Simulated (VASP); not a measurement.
KF, 2 atoms in the cell. Symmetry: R-3m, No. 166, trigonal system. The conventional cell has a = 3.629 Å, b = 3.629 Å, c = 8.472 Å, α = 90.00°, β = 90.00°, γ = 120.00°. Within 3.3 Å of K (site symmetry -3m) lie 6 F at 2.53 Å. Within 3.3 Å of F (site symmetry -3m) lie 6 K at 2.53 Å. 

```yaml
Program: VASP 6.6.1
Task: single point
Functional: LDA
Potentials_or_basis: VASP PAW LDA potentials, release 64 (K_sv, F)
Cutoff: 520 eV
k_mesh: 8 × 8 × 8
Occupations: gaussian, width 0.05 eV
Spin: no spin polarisation
Dipole_correction: no
Further_INCAR_settings: ALGO = Normal; EDIFF = 1e-06; NBANDS = 15
```

Potentials or basis: VASP PAW LDA potentials, release 64 (K_sv, F).

Command:

```sh
$ cat potpaw_LDA.64/K_sv/POTCAR potpaw_LDA.64/F/POTCAR > POTCAR
$ mpirun -np 1 vasp_std > vasp.out
```

Hardware: 1 thread of Intel(R) Xeon(R) Platinum 8259CL CPU @ 2.50GHz (Skylake/Cascade Lake) (shared host).

How long does it take, and how much memory?

It took 25 s on 1 thread of Intel(R) Xeon(R) Platinum 8259CL CPU @ 2.50GHz (Skylake/Cascade Lake) (shared host), peak memory 0.16 GiB. Counts: scf iterations 13, k points 65.
